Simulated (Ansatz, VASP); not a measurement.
## Two plane-wave programs on ZnCu

The input POSCAR:

```
ZnCu
1.0
    2.9670243315      0.0000000000      0.0000000000
    0.0000000000      2.9670243315      0.0000000000
    0.0000000000      0.0000000000      2.9670243315
Zn Cu
1 1
Direct
    0.5000000000      0.5000000000      0.5000000000
    0.0000000000      0.0000000000      0.0000000000
```

The input INCAR.step1:

```
PREC = Accurate ; ENCUT = 520
ISMEAR = 0 ; SIGMA = 0.05
LREAL = False ; LASPH = True
NELM = 100 ; NBANDS = 18
GGA = PE ; ALGO = Normal
EDIFF = 1E-4 ; LWAVE = True
LCHARG = False
```

File INCAR.step2:

```
PREC = Accurate ; ENCUT = 520
EDIFF = 1E-6 ; ISMEAR = 0
SIGMA = 0.05 ; LREAL = False
LASPH = True ; NELM = 100
ALGO = Normal ; ISIF = 2
LWAVE = False ; LCHARG = True
METAGGA = R2SCAN ; LMIXTAU = True
LELF = True ; LVHAR = True
NBANDS = 18 ; ISTART = 1
```

The input KPOINTS:

```
regular mesh
0
Gamma
  12 12 12
```

Input for Ansatz:

```yaml
crystal:
  lattice:
    - [2.9670243315, 0.0, 0.0]
    - [0.0, 2.9670243315, 0.0]
    - [0.0, 0.0, 2.9670243315]
  atoms:
    - { symbol: Zn, position: [0.5, 0.5, 0.5] }
    - { symbol: Cu, position: [0.0, 0.0, 0.0] }
basis:
  ecutwfc: 500
  ecutrho_ratio: 4
kpoints:
  mp_grid: { grid: [12, 12, 12] }
hamiltonian:
  xc: r2scan
scf:
  occupations: { method: gaussian, width: 0.05 }
output:
  forces: true
  stress: true
  eigenvalues: true
```

Alike in both runs: task single point; functional r2SCAN; k mesh 12 × 12 × 12; occupations gaussian, width 0.05 eV; no spin polarisation.

|  | VASP | Ansatz |
| --- | --- | --- |
| version | VASP 6.6.1 | Ansatz 0.2.0 |
| potentials or method | VASP PAW PBE potentials, release 64 (Zn, Cu), cutoff 520 eV | scalar-relativistic, plane waves, PAW |
| valence electrons in the cell | 23 | 31 |

Ansatz gave:

- gap on the k mesh at the Fermi level (eV): none
- pressure (GPa): -5.7

Task: Estimate VASP's values.

Result: gap on the k mesh at the Fermi level (eV): none; pressure (GPa): -5.0.

VASP's potentials were made for PBE, not for r2SCAN. A gap of «none» marks a metal or a gap that the smearing closes. With one functional, cell and mesh, what is left measures potentials, basis and numerics. VASP's potentials hold 23 valence electrons a cell and Ansatz's 31, so a difference there can come from the potentials and not from the codes.
